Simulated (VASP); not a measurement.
Write the native input for VASP 6.6.1 that does the following.

```yaml
Task: single point
Functional: RPBE
Potentials_or_basis: VASP PAW PBE potentials, release 64 (P)
Cutoff: 520 eV
k_mesh: 9 × 9 × 9
Occupations: methfessel-paxton, width 0.1 eV
Spin: collinear spin, antiferromagnetic start
Starting_moments: "[0.5, -0.5] μB"
Dipole_correction: no
Further_INCAR_settings: ALGO = Normal; EDIFF = 1e-07; NBANDS = 16
```

The structure of P lies in POSCAR:

```
P
1.0
    1.7517289526      1.0113611823      3.1556933110
   -1.7517289526      1.0113611823      3.1556933110
    0.0000000000     -2.0227223646      3.1556933111
P
2
Direct
    0.7729605636      0.7729605636      0.7729605636
    0.2270394364      0.2270394364      0.2270394364
```

The input as run:

INCAR

```
PREC = Accurate ; ENCUT = 520
EDIFF = 1E-7 ; ISMEAR = 1
SIGMA = 0.1 ; LREAL = F
LASPH = T ; NELM = 150
ALGO = Normal ; ISIF = 2
LWAVE = F ; LCHARG = F
ISPIN = 2 ; MAGMOM = 0.5 -0.5
LORBIT = 11 ; GGA = RP
NBANDS = 16
```

KPOINTS

```
regular mesh
0
Gamma
  9 9 9
```

Potentials or basis: VASP PAW PBE potentials, release 64 (P).

Run with:

```console
$ cat potpaw_PBE.64/P/POTCAR > POTCAR
$ mpirun -np 1 vasp_std > vasp.out
```

It gave:

```yaml
Pressure: -0.5 GPa
Largest_force: 0.060 eV/Å
Band_gap_on_the_k_mesh: zero (filled and empty bands overlap)
Net_moment: 0.00 μB per cell
Valence_electrons_inside_the_program's_atomic_spheres: P 2.41
```

Caveat: the PAW data sets were made with another functional, which shifts forces and pressure a little.

Wall time 96 s on 1 thread of Intel(R) Xeon(R) Platinum 8375C CPU @ 2.90GHz (Ice Lake), with other jobs on the host, peak memory 0.19 GiB.
